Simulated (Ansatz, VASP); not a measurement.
ZnS in VASP and in Ansatz

The input INCAR:

```
SYSTEM = ZnS
  PREC = Accurate
  ENCUT = 520
  EDIFF = 1E-6
  ISMEAR = 0
  SIGMA = 0.02
  LREAL = .FALSE.
  LASPH = .TRUE.
  NELM = 60
  ALGO = Normal
  ISIF = 2
  LWAVE = .FALSE.
  LCHARG = .FALSE.
  GGA = PE
  IBRION = 2
  NSW = 60
  EDIFFG = -0.008
```

Contents of KPOINTS:

```
Automatic mesh
0
G
  12 12 4
  0 0 0
```

File POSCAR:

```
ZnS
1.0
    3.8440669355      0.0000000000      0.0000000000
   -1.9220334677      3.3290596200      0.0000000000
    0.0000000000      0.0000000000      6.2415966307
Zn S
2 2
Direct
    0.3333333333      0.6666666667      0.0002666736
    0.6666666667      0.3333333333      0.5002666736
    0.3333333333      0.6666666667      0.3747333264
    0.6666666667      0.3333333333      0.8747333264
```

Input for Ansatz:

```yaml
crystal:
  lattice:
    - [3.8440669355, 0.0, 0.0]
    - [-1.9220334677, 3.32905962, 0.0]
    - [0.0, 0.0, 6.2415966307]
  atoms:
    - { symbol: Zn, position: [0.3333333333, 0.6666666667, 0.0002666736] }
    - { symbol: Zn, position: [0.6666666667, 0.3333333333, 0.5002666736] }
    - { symbol: S, position: [0.3333333333, 0.6666666667, 0.3747333264] }
    - { symbol: S, position: [0.6666666667, 0.3333333333, 0.8747333264] }
basis:
  ecutwfc: 420
kpoints:
  mp_grid: { grid: [12, 12, 4] }
hamiltonian:
  xc: pbe
scf:
  occupations: { method: gaussian, width: 0.02 }
output:
  forces: true
  stress: true
  eigenvalues: true
  write_density: true
  write_potential: true
  elf: true
  volumetric_format: npy
relax:
  adjacent_minimum: "off"
  f_tol: 0.008
  max_steps: 40
```

Change from the starting cell: strain along c alone, the other axes held, atoms relaxed: -1.0 %.

Alike in both runs: task relaxation of the atoms; functional PBE; k mesh 12 × 12 × 4; occupations gaussian, width 0.02 eV; no spin polarisation.

|  | VASP | Ansatz |
| --- | --- | --- |
| version | VASP 6.6.1 | Ansatz 0.2.0 |
| potentials or method | VASP PAW PBE potentials, release 64 (Zn, S), cutoff 520 eV | scalar-relativistic, plane waves, PAW |
| valence electrons in the cell | 36 | 36 |

|  | VASP | Ansatz | Ansatz less VASP |
| --- | --- | --- | --- |
| gap on the k mesh at the Fermi level, each at its own relaxed structure (eV) | 2.16 | 2.15 | -0.004 |

Ansatz's warnings: stress scf threshold loose.
